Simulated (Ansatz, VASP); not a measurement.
**Zn: VASP beside Ansatz**

File INCAR:

```
PREC = Accurate
ENCUT = 500
EDIFF = 1E-6
ISMEAR = -1
SIGMA = 0.05
LREAL = F
LASPH = T
NELM = 120
ALGO = Normal
ISIF = 2
LWAVE = F
LCHARG = F
GGA = PE
NBANDS = 12
GGA_COMPAT = F
```

KPOINTS

```
regular mesh
0
Gamma
  17 17 17
```

File POSCAR:

```
Zn
1.0
    0.0000000000      1.5595248789      1.5595248789
    1.5595248789      0.0000000000      1.5595248789
    1.5595248789      1.5595248789      0.0000000000
Zn
1
Direct
    0.0000000000      0.0000000000      0.0000000000
```

Input for Ansatz:

```yaml
crystal:
  lattice:
    - [0.0, 1.5595248789, 1.5595248789]
    - [1.5595248789, 0.0, 1.5595248789]
    - [1.5595248789, 1.5595248789, 0.0]
  atoms:
    - { symbol: Zn, position: [0.0, 0.0, 0.0] }
kpoints:
  mp_grid: { grid: [17, 17, 17] }
scf:
  occupations: { method: fermi_dirac, width: 0.05 }
hamiltonian:
  xc: pbe
  pseudopotentials: { kind: all_electron, datasets: crystal }
output:
  forces: true
  stress: true
  eigenvalues: true
```

Change from the starting cell: volume scaled by 0.5, crystal datasets.

Alike in both runs: task single point; functional PBE; k mesh 17 × 17 × 17; occupations fermi-dirac, width 0.05 eV; no spin polarisation.

```csv
,VASP,Ansatz
version,VASP 6.6.1,Ansatz 0.2.0
potentials or method,"VASP PAW PBE potentials, release 64 (Zn), cutoff 500 eV","all-electron PAW with datasets made for the crystal, scalar-relativistic"
```

VASP gave:

| Item | Value |
| --- | --- |
| pressure (GPa) | 285.9 |

Problem. Which values does Ansatz return?

Solution. Pressure (GPa): 280.1.

Both programs put the cell under a high pressure, so it lies far from rest at this level. Ansatz ran all-electron here, and VASP with PAW potentials. Ansatz's warnings: printed levels off.

Noted on VASP's run: the cell as given lies far from equilibrium.
